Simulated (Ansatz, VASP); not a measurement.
**Zr in VASP and in Ansatz**

Contents of INCAR:

```
SYSTEM = Zr
PREC = Accurate ; ENCUT = 520
EDIFF = 1E-6 ; ISMEAR = 0
SIGMA = 0.15 ; LREAL = .FALSE.
LASPH = .TRUE. ; NELM = 100
ALGO = Fast ; ISIF = 2
LWAVE = .FALSE. ; LCHARG = .FALSE.
GGA = PS ; NBANDS = 12
```

KPOINTS

```
regular mesh
0
G
  18 18 18
  0 0 0
```

File POSCAR:

```
Zr
1.0
    0.0000000000      2.3452000000      2.4354000000
    2.3452000000      0.0000000000      2.4354000000
    2.3452000000      2.3452000000      0.0000000000
Zr
1
Direct
    0.0000000000      0.0000000000      0.0000000000
```

Input for Ansatz:

```yaml
crystal:
  lattice:
    - [0.0, 2.3452, 2.4354]
    - [2.3452, 0.0, 2.4354]
    - [2.3452, 2.3452, 0.0]
  atoms:
    - { symbol: Zr, position: [0.0, 0.0, 0.0] }
basis:
  ecutwfc: 420
kpoints:
  mp_grid: { grid: [18, 18, 18] }
hamiltonian:
  xc: pbesol
scf:
  occupations: { method: gaussian, width: 0.15 }
output:
  forces: true
  stress: true
  eigenvalues: true
```

Change from the starting cell: strain +0.040 along x and y, +0.080 along z, atoms carried along.

Alike in both runs: task single point; functional PBEsol; k mesh 18 × 18 × 18; occupations gaussian, width 0.15 eV; no spin polarisation.

```csv
,VASP,Ansatz
version,VASP 6.6.1,Ansatz 0.2.0
potentials or method,"VASP PAW PBE potentials, release 64 (Zr_sv), cutoff 520 eV","scalar-relativistic, plane waves, PAW"
valence electrons in the cell,12,12
```

```csv
,VASP,Ansatz,Ansatz less VASP
gap on the k mesh at the Fermi level (eV),none,none,-
pressure (GPa),-13.1,-13.1,-0.03
"traceless stress, the component that is largest in VASP (GPa)",-0.80,-0.80,0.000
```

VASP's potentials were made for PBE, not for PBEsol. A gap of «none» marks a metal or a gap that the smearing closes. With one functional, cell and mesh, what is left measures potentials, basis and numerics.
